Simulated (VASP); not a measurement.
**Fe: single point with r2SCAN**

Fe:

```
Fe
1.0
    -1.38298    1.38298    1.38298
     1.38298   -1.38298    1.38298
     1.38298    1.38298   -1.38298
Fe
1
Direct
  0.00000 0.00000 0.00000
```

This cell differs from its parent crystal: volume scaled by 1.04.

```
Program                : VASP 6.6.1
Task                   : single point
Functional             : r2SCAN
Potentials or basis    : VASP PAW PBE potentials, release 64 (Fe)
Cutoff                 : 520 eV
k mesh                 : 26 × 26 × 26
Occupations            : fermi-dirac, width 0.1 eV
Spin                   : no spin polarisation
Dipole correction      : no
Further INCAR settings : ALGO = Normal; EDIFF = 1e-06; NBANDS = 10
```

```yaml
Pressure: -9.9 GPa
Band_gap_on_the_k_mesh: zero (band 4 reaches 7.48 eV, above the bottom of band 5 at 5.43 eV)
```

Levels at points of the mesh, in eV from the Fermi level:
| k point | band 2 | band 3 | band 4 | band 5 | band 6 | band 7 |
| --- | --- | --- | --- | --- | --- | --- |
| (0.00, 0.00, 0.00) | -1.91 | -1.91 | -1.91 | 0.01 | 0.01 | 26.77 |
| (0.50, 0.00, 0.00) | -3.24 | -0.05 | 0.27 | 0.36 | 1.27 | 8.77 |
| (0.50, 0.50, 0.50) | -4.77 | 0.95 | 0.95 | 0.95 | 10.99 | 10.99 |

It took 120 s on 1 thread of AMD EPYC 9R45 96-Core Processor (Zen 5) (shared host), peak memory 0.14 GiB.

Caveat: the PAW data sets were made with another functional, which shifts forces and pressure a little; the run has no spin polarisation, though such a crystal can be magnetic. Spin polarisation is off, so any magnetic state and its effect on volume and gap are missing.
